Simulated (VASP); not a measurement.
# GaAs (F-43m) in VASP: single point with LDA

Aim: the single point of GaAs with LDA.

All numbers are computed with VASP 6.6.1; they aren't measurements. Logs are shortened: lines on timing, memory, paths and dates and some standing lists are left out, and cuts for length are marked.

### Step 1. The cell of the first run

It takes space group F-43m (No. 216, cubic). The conventional cell has a = 5.458 Å, b = 5.458 Å, c = 5.458 Å, α = 90.00°, β = 90.00°, γ = 90.00°. Ga (site symmetry -43m) has 4 As at 2.36 Å within 3.1 Å. Within 3.1 Å of As (site symmetry -43m) lie 4 Ga at 2.36 Å.

### Step 2. Single point, LDA

INCAR

```
SYSTEM = GaAs
ALGO = Normal
EDIFF = 1E-6
ENCUT = 510
GGA_COMPAT = .FALSE.
ISIF = 2
ISMEAR = 0
LASPH = .TRUE.
LCHARG = .FALSE.
LREAL = .FALSE.
LWAVE = .FALSE.
NBANDS = 21
NELM = 120
PREC = Accurate
SIGMA = 0.01
```

KPOINTS

```
k-points
0
G
  8 8 8
  0 0 0
```

POSCAR

```
GaAs
1.0
    0.0000000000      2.7287894766      2.7287894766
    2.7287894766      0.0000000000      2.7287894766
    2.7287894766      2.7287894766      0.0000000000
Ga As
1 1
Direct
    0.0000000000      0.0000000000      0.0000000000
    0.7500000000      0.7500000000      0.7500000000
```

Potentials or basis: VASP PAW LDA potentials, release 64 (Ga_d, As_d).

Started as:

```
cat potpaw_LDA.64/Ga_d/POTCAR potpaw_LDA.64/As_d/POTCAR > POTCAR
mpirun -np 1 vasp_std > vasp.out
```

OUTCAR:

```text
SYSTEM = GaAs
   EDIFF = 1E-6
   ENCUT = 510
   ISIF = 2
   ISMEAR = 0
   LASPH = .TRUE.
   LREAL = .FALSE.
   NELM = 120
   PREC = Accurate

 ion  position               nearest neighbor table
   1  0.000  0.000  0.000-   2 2.36   2 2.36   2 2.36   2 2.36
   2  0.750  0.750  0.750-   1 2.36   1 2.36   1 2.36   1 2.36

  LATTYP: Found a face centered cubic cell.
 ALAT       =     5.4575789532

  Lattice vectors:

 A1 = (   0.0000000000,   2.7287894766,   2.7287894766)
 A2 = (   2.7287894766,   0.0000000000,   2.7287894766)
 A3 = (   2.7287894766,   2.7287894766,   0.0000000000)

Analysis of symmetry for initial positions (statically):
=====================================================================
 Subroutine PRICEL returns:
 Original cell was already a primitive cell.

 Routine SETGRP: Setting up the symmetry group for a
 face centered cubic supercell.

 Subroutine GETGRP returns: Found 24 space group operations
 (whereof 24 operations were pure point group operations)
 out of a pool of 48 trial point group operations.

The static configuration has the point symmetry T_d .

Analysis of symmetry for dynamics (positions and initial velocities):
=====================================================================
 Subroutine PRICEL returns:
 Original cell was already a primitive cell.

 Routine SETGRP: Setting up the symmetry group for a
 face centered cubic supercell.

 Subroutine GETGRP returns: Found 24 space group operations
 (whereof 24 operations were pure point group operations)
 out of a pool of 48 trial point group operations.

The dynamic configuration has the point symmetry T_d .

 Subroutine INISYM returns: Found 24 space group operations
 (whereof 24 operations are pure point group operations),
 and found     1 'primitive' translations

----------------------------------------------------------------------------------------

                                     Primitive cell

  volume of cell :      40.6387

  direct lattice vectors                    reciprocal lattice vectors
     0.000000000  2.728789477  2.728789477    -0.183231431  0.183231431  0.183231431
     2.728789477  0.000000000  2.728789477     0.183231431 -0.183231431  0.183231431
     2.728789477  2.728789477  0.000000000     0.183231431  0.183231431 -0.183231431

  length of vectors
     3.859091087  3.859091087  3.859091087     0.317366148  0.317366148  0.317366148

  position of ions in fractional coordinates (direct lattice)
     0.000000000  0.000000000  0.000000000
     0.750000000  0.750000000  0.750000000

  ion indices of the primitive-cell ions
   primitive index   ion index
                 1           1
                 2           2

----------------------------------------------------------------------------------------

 KPOINTS: k-points

Automatic generation of k-mesh.
 Grid dimensions read from file:
 generate k-points for:    8    8    8

 Generating k-lattice:

  Cartesian coordinates                     Fractional coordinates (reciprocal lattice)
    -0.022903929  0.022903929  0.022903929     0.125000000  0.000000000  0.000000000
     0.022903929 -0.022903929  0.022903929     0.000000000  0.125000000  0.000000000
     0.022903929  0.022903929 -0.022903929     0.000000000  0.000000000  0.125000000

  Length of vectors
     0.039670768  0.039670768  0.039670768

  Shift w.r.t. Gamma in fractional coordinates (k-lattice)
     0.000000000  0.000000000  0.000000000

 Subroutine IBZKPT returns following result:
 ===========================================

 Found     29 irreducible k-points:

 Following reciprocal coordinates:
            Coordinates               Weight
  0.000000  0.000000  0.000000      1.000000
  0.125000  0.000000  0.000000      8.000000
  0.250000  0.000000  0.000000      8.000000
  0.375000  0.000000  0.000000      8.000000
  0.500000  0.000000  0.000000      4.000000
  0.125000  0.125000  0.000000      6.000000
[... 16 lines left out ...]
  0.500000  0.250000  0.125000     48.000000
 -0.375000  0.250000  0.125000     24.000000
 [... further k-points ...]
   k-points           NKPTS =     29   k-points in BZ     NKDIM =     29   number of bands    NBANDS=     21
   number of dos      NEDOS =    301   number of ions     NIONS =      2
   total plane-waves  NPLWV =  21952
   dimension x,y,z NGX =    28 NGY =   28 NGZ =   28
   dimension x,y,z NGXF=    56 NGYF=   56 NGZF=   56
   ions per type =               1   1
   NGX,Y,Z   is equivalent  to a cutoff of  12.06, 12.06, 12.06 a.u.
   NGXF,Y,Z  is equivalent  to a cutoff of  24.12, 24.12, 24.12 a.u.
 SYSTEM =  GaAs
   PREC   = accura    normal or accurate (medium, high low for compatibility)
   ISTART =      0    job   : 0-new  1-cont  2-samecut
   ICHARG =      2    charge: 1-file 2-atom 10-const
   ISPIN  =      1    spin polarized calculation?
   LNONCOLLINEAR =      F non collinear calculations
   LSORBIT =      F    spin-orbit coupling
   LASPH  =      T    aspherical Exc in radial PAW
   ENCUT  =  510.0 eV  37.48 Ry    6.12 a.u.   7.11  7.11  7.11*2*pi/ulx,y,z
   NELM   =    120;   NELMIN=  2; NELMDL= -5     # of ELM steps
   EDIFF  = 0.1E-05   stopping-criterion for ELM
   LREAL  =      F    real-space projection
   EDIFFG = 0.1E-04   stopping-criterion for IOM
   NSW    =      0    number of steps for IOM
   IBRION =     -1    ionic relax: 0-MD 1-quasi-New 2-CG
   NFREE  =      0    steps in history (QN), initial steepest desc. (CG)
   ISIF   =      2    stress and relaxation
   ISYM   =      2    0-nonsym 1-usesym 2-fastsym
   POTIM  = 0.5000    time-step for ionic-motion
   TEBEG  =    0.0;   TEEND  =   0.0 temperature during run
   PSTRESS=    0.0 pullay stress
   NELECT =      28.0000    total number of electrons
   NUPDOWN=      -1.0000    fix difference up-down
   EMIN   =  10.00;   EMAX   =-10.00  energy-range for DOS
   EFERMI =   0.00;   METHOD = LEGACY
   ISMEAR =     0;   SIGMA  =   0.01  broadening in eV -4-tet -1-fermi 0-gaus
   EFERMI_NEDOS =   21; number of points for ismear=-14 and -15
   IALGO  =     38    algorithm
   IMIX   =      4    mixing-type and parameters
     AMIX     =   0.40;   BMIX     =  1.00
     AMIX_MAG =   1.60;   BMIX_MAG =  1.00
  volume/ion in A,a.u.               =      20.32       137.12
  Fermi-wavevector in a.u.,A,eV,Ry     =   1.445931  2.732413 28.445912  2.090716
  Thomas-Fermi vector in A             =   2.564057
   LORBIT       =      0    0 simple, 1 ext, 2 COOP (PROOUT), +10 PAW based schemes
   GGA     = CA    functional components
   LHFCALC =     F    Hartree Fock is set to
   AEXX    =    0.0000 exact exchange contribution
   IVDW    =     0    specifies the selected vdW correction
   LEPSILON=     F    determine dielectric tensor
   LRPA    =     F    only Hartree local field effects (RPA)
 non-spin polarized calculation
 Gauss-broadening in eV      SIGMA  =   0.01
  energy-cutoff  :      510.00
  volume of cell :       40.64
 maximum number of plane-waves:      1072
   NGX = 15   NGY = 15   NGZ = 15

 number of electron      28.0000001 magnetization

 Free energy of the ion-electron system (eV)
  ---------------------------------------------------
  ext. energy  EPLUGINS =         0.00000000
  ---------------------------------------------------
  free energy    TOTEN  =        -9.56599063 eV

  energy without entropy =       -9.56599063  energy(sigma->0) =       -9.56599063

 E-fermi :   4.0904     XC(G=0): -10.8239

 val. band max:        3.9660972938   @ k =   0.0000   0.0000   0.0000
 cond. band min:       5.1051260623   @ k =   0.5000   0.5000   0.0000
 fundamental gap:      1.1390287685
 Fermi energy:         4.0903866554

 k-point     1 :       0.0000    0.0000    0.0000
  band No.  band energies     occupation
      1     -31.4589      2.00000
      2     -31.4589      2.00000
      3     -31.4589      2.00000
      4     -31.4436      2.00000
      5     -31.4436      2.00000
      6     -11.1869      2.00000
[... 13 lines left out ...]
     20      14.4924      0.00000
     21      14.4924      0.00000

 k-point     2 :       0.1250    0.0000    0.0000
  band No.  band energies     occupation
      1     -31.4589      2.00000
      2     -31.4587      2.00000
      3     -31.4587      2.00000
      4     -31.4436      2.00000
      5     -31.4436      2.00000
      6     -11.2093      2.00000
[... 13 lines left out ...]
     20      13.4350      0.00000
     21      13.4350      0.00000

 k-point     3 :       0.2500    0.0000    0.0000
  band No.  band energies     occupation
      1     -31.4588      2.00000
      2     -31.4582      2.00000
      3     -31.4582      2.00000
      4     -31.4435      2.00000
      5     -31.4435      2.00000
      6     -11.2546      2.00000
[... 13 lines left out ...]
     20      13.1799      0.00000
     21      13.1799      0.00000

 k-point     4 :       0.3750    0.0000    0.0000
  band No.  band energies     occupation
      1     -31.4587      2.00000
      2     -31.4577      2.00000
      3     -31.4577      2.00000
      4     -31.4433      2.00000
      5     -31.4433      2.00000
      6     -11.2921      2.00000
[... 13 lines left out ...]
     20      14.5135      0.00000
     21      14.5135      0.00000

 k-point     5 :       0.5000    0.0000    0.0000
  band No.  band energies     occupation
      1     -31.4586      2.00000
      2     -31.4575      2.00000
      3     -31.4575      2.00000
      4     -31.4433      2.00000
      5     -31.4433      2.00000
      6     -11.3062      2.00000
[... 13 lines left out ...]
     20      16.3879      0.00000
     21      16.3879      0.00000
[... 382 lines left out ...]
     20      18.0219      0.00000
     21      18.0358      0.00000

 k-point    22 :       0.3750    0.2500    0.1250
  band No.  band energies     occupation
      1     -31.4592      2.00000
      2     -31.4576      2.00000
      3     -31.4575      2.00000
      4     -31.4439      2.00000
      5     -31.4430      2.00000
      6     -11.2842      2.00000
[... 13 lines left out ...]
     20      15.2970      0.00000
     21      15.9179      0.00000

 k-point    23 :       0.5000    0.2500    0.1250
  band No.  band energies     occupation
      1     -31.4588      2.00000
      2     -31.4576      2.00000
      3     -31.4570      2.00000
      4     -31.4437      2.00000
      5     -31.4429      2.00000
      6     -11.3065      2.00000
[... 13 lines left out ...]
     20      15.2412      0.00000
     21      16.6866      0.00000

 k-point    24 :      -0.3750    0.2500    0.1250
  band No.  band energies     occupation
      1     -31.4585      2.00000
      2     -31.4577      2.00000
      3     -31.4568      2.00000
      4     -31.4436      2.00000
      5     -31.4430      2.00000
      6     -11.3148      2.00000
[... 13 lines left out ...]
     20      15.8617      0.00000
     21      16.6861      0.00000

 [... further k-points ...]

------------------------ aborting loop because EDIFF is reached ----------------------------------------

  FORCE on cell =-STRESS in cart. coord.  units (eV):
  Direction    XX          YY          ZZ          XY          YZ          ZX
  --------------------------------------------------------------------------------------
  -------------------------------------------------------------------------------------
  Total        1.8484151      1.8484151      1.8484151     -0.0000000     -0.0000000     -0.0000000
  in kB       72.8735623     72.8735623     72.8735623     -0.0000000     -0.0000000     -0.0000000
  external PRESSURE =      72.8735623 kB  Pullay stress =       0.0000000 kB

 VOLUME and BASIS-vectors are now :
 -----------------------------------------------------------------------------
  energy-cutoff  :      510.00
  volume of cell :       40.64
      direct lattice vectors                 reciprocal lattice vectors
     0.000000000  2.728789477  2.728789477    -0.183231431  0.183231431  0.183231431
     2.728789477  0.000000000  2.728789477     0.183231431 -0.183231431  0.183231431
     2.728789477  2.728789477  0.000000000     0.183231431  0.183231431 -0.183231431

 POSITION                                       TOTAL-FORCE (eV/Angst)
 -----------------------------------------------------------------------------------
      0.00000      0.00000      0.00000         0.000000      0.000000      0.000000
      4.09318      4.09318      4.09318        -0.000000     -0.000000     -0.000000
 -----------------------------------------------------------------------------------
    total drift:                               -0.000002     -0.000002     -0.000002

  FREE ENERGIE OF THE ION-ELECTRON SYSTEM (eV)
  ---------------------------------------------------
  free  energy   TOTEN  =        -9.5659906343 eV

  energy  without entropy=       -9.5659906343  energy(sigma->0) =       -9.56599063
```

Run time: 10 s. Hardware: 1 thread of Intel Xeon Platinum 8559C (Emerald Rapids), shared host; peak memory 0.14 GiB.

Results:

```yaml
Free_energy: -9.5660 eV
Pressure: 7.3 GPa
Band_gap_on_the_k_mesh: 1.14 eV (least direct gap 1.14 eV)
```

Caveat: the cell stands under pressure.
